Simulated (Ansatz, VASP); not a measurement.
**One calculation of Ba, two programs**

```
Ba
1.0
    -2.37894    2.37894    2.37894
     2.37894   -2.37894    2.37894
     2.37894    2.37894   -2.37894
Ba
1
Direct
  0.00000 0.00000 0.00000
```

Alike in both runs: task single point; functional LDA; k mesh 15 × 15 × 15; occupations fermi-dirac, width 0.1 eV; no spin polarisation.

```csv
,VASP,Ansatz
version,VASP 6.6.1,Ansatz 0.2.0
potentials or method,"VASP PAW LDA potentials, release 64 (Ba_sv), cutoff 520 eV","plane waves (420 eV) with PAW, scalar-relativistic"
valence electrons in the cell,10,10
```

|  | VASP | Ansatz | Ansatz less VASP |
| --- | --- | --- | --- |
| pressure (GPa) | 0.1 | 0.0 | -0.10 |

Ansatz warns that its potentials were made for another functional, while VASP's fit it. LDA's correlation is that of Perdew and Zunger in VASP and of Perdew and Wang (1992) in Ansatz.

Neither program's run includes spin-orbit coupling.
